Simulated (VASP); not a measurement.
Runs of VASP 6.6.1 on LiH. The structure is that of space group Fm-3m (No. 225), or close to it. The cells are those of the table. 

```tsv
cell	gap on the mesh (eV)
a = 2.889, b = 2.874 Å, angles 60.2, 59.7, 60.2°, 2 atoms	2.54
a = 2.903, b = 2.874 Å, angles 60.3, 59.3, 60.3°, 2 atoms	2.44
a = 2.918, b = 2.874 Å, angles 60.5, 59.0, 60.5°, 2 atoms	2.35
a = 2.846, b = 2.874 Å, angles 59.7, 60.7, 59.7°, 2 atoms	(b)
a = 2.832, b = 2.874 Å, angles 59.5, 61.0, 59.5°, 2 atoms	(a)
a = 2.860, b = 2.874 Å, angles 59.8, 60.3, 59.8°, 2 atoms	2.54
a = 2.817, b = 2.874 Å, angles 59.3, 61.3, 59.3°, 2 atoms	2.22
a = 2.932, b = 2.874 Å, angles 60.7, 58.7, 60.7°, 2 atoms	2.26
a = 2.925, b = 2.874 Å, angles 60.6, 58.9, 60.6°, 2 atoms	2.30
```

Alike in all rows: task single point; level LDA; potentials or basis VASP PAW LDA potentials, release 64 (Li_sv, H); no spin polarisation; k mesh 10 × 10 × 10; cutoff (eV) 520; smearing gaussian 0.05 eV.

Fill in the values left out.

(a) 2.33; (b) 2.43.

A k mesh can miss the band edges.
